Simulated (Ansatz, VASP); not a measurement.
TiH2O2 in VASP and in Ansatz

```
Ti O H
1.0
     2.89620    0.00000    0.00000
     1.44810   -6.16299    0.00000
     0.00000    0.00000   -3.73506
Ti O H
2 4 4
Direct
  0.78924 0.60491 0.74234
  0.42250 0.36580 0.24634
  0.40567 0.37538 0.74486
  0.80102 0.60513 0.24046
  0.18852 0.81216 0.69300
  0.02767 0.14788 0.35185
  0.14673 0.89049 0.46169
  0.46013 0.02476 0.96326
  0.04526 0.14506 0.61242
  0.71328 0.02254 0.93688
```

Alike in both runs: functional PBE; k mesh 6 × 6 × 5; occupations fermi-dirac, width 0.021 eV; collinear spin.

Ansatz relaxed the structure, and its values are those at the end. VASP's run is a single point on that final structure, the one shown.

|  | VASP | Ansatz |
| --- | --- | --- |
| version | VASP 6.6.1 | Ansatz 0.2.0 |
| potentials or method | VASP PAW PBE potentials, release 64 (Ti_sv, O, H), cutoff 520 eV | PAW plane waves |
| valence electrons in the cell | 52 | 52 |

|  | VASP | Ansatz | Ansatz less VASP |
| --- | --- | --- | --- |
| rms of the force components (eV/Å) | 0.041 | 0.008 | -0.0326 |

The functional is the same, so the differences come from potentials, cutoffs and numerics. Ansatz's warnings: relaxation start displaced, stress scf threshold loose.

The k mesh is coarse, so the values compare programs but aren't converged.
